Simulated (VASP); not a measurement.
Input of a VASP 6.6.1 run:

File POSCAR:

```
SnO
1.0
    4.1254992580      0.0000000000      0.0000000000
   -2.0627496290      3.5727871607      0.0000000000
    0.0000000000      0.0000000000      5.1854030836
Sn O
2 2
Direct
    0.3333333333      0.6666666667      0.2500000000
    0.6666666667      0.3333333333      0.7500000000
    0.6666666667      0.3333333333      0.2500000000
    0.3333333333      0.6666666667      0.7500000000
```

The input INCAR.step1:

```
ALGO = Normal ; EDIFF = 1E-4
ENCUT = 520 ; GGA = PE
ISMEAR = 0 ; LASPH = T
LCHARG = F ; LREAL = F
LWAVE = T ; NBANDS = 28
NELM = 80 ; PREC = Accurate
SIGMA = 0.01
```

File INCAR.step2:

```
ALGO = Normal ; EDIFF = 1E-7
ENCUT = 520 ; ISIF = 2
ISMEAR = 0 ; ISTART = 1
LASPH = T ; LCHARG = F
LMIXTAU = T ; LREAL = F
LWAVE = F ; METAGGA = R2SCAN
NBANDS = 28 ; NELM = 80
PREC = Accurate ; SIGMA = 0.01
```

The input KPOINTS:

```
k-points
0
Gamma
  12 12 6
```

Potentials or basis: VASP PAW PBE potentials, release 64 (Sn_d, O).

Launch:

```console
$ cat potpaw_PBE.64/Sn_d/POTCAR potpaw_PBE.64/O/POTCAR > POTCAR
$ cp INCAR.step1 INCAR
$ mpirun -np 1 vasp_std > vasp.out
$ cp INCAR.step2 INCAR
$ mpirun -np 1 vasp_std > vasp.out
```

Estimate the pressure.

0.3 GPa.

What does it give for the band gap on the k mesh?

0.57 eV, direct.

Stress tensor (GPa, compression positive):
```
0.41 0.00 0.00
0.00 0.41 0.00
0.00 0.00 0.15
```

Caveat: the PAW data sets were made with another functional, which shifts forces and pressure a little; spin-orbit coupling is left out, which moves the levels of the heavy elements. A k mesh can miss the band edges.
